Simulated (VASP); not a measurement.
The system is K2Br.

```
K Br
1.0
     0.00000    3.69348    3.69348
     3.69348    0.00000    3.69348
     3.69348    3.69348    0.00000
K Br
2 1
Cartesian
  1.8467 1.8467 1.8467
  5.5402 5.5402 5.5402
  0.0000 0.0000 0.0000
```

```yaml
Program: VASP 6.6.1
Task: relaxation of cell and atoms
Functional: r2SCAN
Potentials_or_basis: VASP PAW PBE potentials, release 64 (K_sv, Br)
Cutoff: 600 eV
k_mesh: 4 × 4 × 4
Occupations: gaussian, width 0.1 eV
Spin: no spin polarisation
```

At the start: pressure 4.4 GPa; volume 33.59 Å³/atom.

Q: Where does the relaxation end?

A: Over 4 steps the energy falls by 120.6 meV/atom and the volume is 45.04 Å³/atom (+34.1 %); space group Fm-3m (No. 225, to 0.05 Å).

The path:
```tsv
step	energy change (eV)	largest force (eV/Å)	pressure (GPa)	volume (Å³)
1	0.0000	0.0000	4.36	100.77
2	-0.2550	0.0000	1.81	114.71
3	-0.3491	0.0000	0.53	128.20
4	-0.3617	0.0000	0.07	135.13
```

Final structure:
```yaml
crystal:
  lattice:
    - [0.00000, 4.07293, 4.07293]
    - [4.07293, 0.00000, 4.07293]
    - [4.07293, 4.07293, 0.00000]
  atoms:
    - { symbol: K, position: [0.25000, 0.25000, 0.25000] }
    - { symbol: K, position: [0.75000, 0.75000, 0.75000] }
    - { symbol: Br, position: [0.00000, 0.00000, 0.00000] }
```

Caveat: the k points lie up to 0.33 Å⁻¹ apart in the final cell; the volume moved by over 15 % at a fixed basis, so the end points are rough; the PAW data sets were made with another functional, which shifts forces and pressure a little; an odd number of electrons without spin polarisation forces a metal; a magnetic or distorted state may lie lower.
